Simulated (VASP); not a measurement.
Write the native input for VASP 6.6.1 that does the following.

* Task: single point
* Functional: PBEsol
* Potentials or basis: VASP PAW PBE potentials, release 64 (Zn, S)
* Cutoff: 520 eV
* k mesh: 12 × 12 × 4
* Occupations: gaussian, width 0.05 eV
* Spin: no spin polarisation
* Dipole correction: no
* Further INCAR settings: ALGO = Normal; EDIFF = 1e-07; NBANDS = 46

The structure of ZnS lies in POSCAR:

```
ZnS
1.0
    3.7846846186      0.0000000000      0.0000000000
   -1.8923423093      3.2776330250      0.0000000000
    0.0000000000      0.0000000000     12.3926922670
Zn S
4 4
Direct
    0.0000000000      0.0000000000     -0.0099442733
    0.0000000000      0.0000000000      0.4900557267
    0.3333333333      0.6666666667      0.2399811826
    0.6666666667      0.3333333333      0.7399811826
    0.0000000000      0.0000000000      0.1872166306
    0.0000000000      0.0000000000      0.6872166306
    0.3333333333      0.6666666667      0.4375732810
    0.6666666667      0.3333333333      0.9375732810
```

This cell differs from its parent crystal: all Zn atoms moved -0.125 Å, as atom 1 along Cartesian [0 0 1].

One way to write it, as run:

INCAR

```
SYSTEM = ZnS
  PREC = Accurate
  ENCUT = 520
  EDIFF = 1E-7
  ISMEAR = 0
  SIGMA = 0.05
  LREAL = .FALSE.
  LASPH = .TRUE.
  NELM = 80
  ALGO = Normal
  ISIF = 2
  LWAVE = .FALSE.
  LCHARG = .FALSE.
  GGA = PS
  NBANDS = 46
```

KPOINTS

```
regular mesh
0
G
  12 12 4
  0 0 0
```

Potentials or basis: VASP PAW PBE potentials, release 64 (Zn, S).

The run is started by

```sh
$ cat potpaw_PBE.64/Zn/POTCAR potpaw_PBE.64/S/POTCAR > POTCAR
$ mpirun -np 1 vasp_std > vasp.out
```

It gave:

```yaml
Pressure: 0.7 GPa
Largest_force: 0.579 eV/Å
Band_gap_on_the_k_mesh: 2.12 eV
```

Caveat: the cell differs from its parent crystal (all Zn atoms moved -0.125 Å, as atom 1 along Cartesian [0 0 1]); the PAW data sets were made with another functional, which shifts forces and pressure a little.

Wall time 8.1 min on 1 thread of Oxide Virtual Turin-like Processor, on a shared host, peak memory 0.41 GiB.
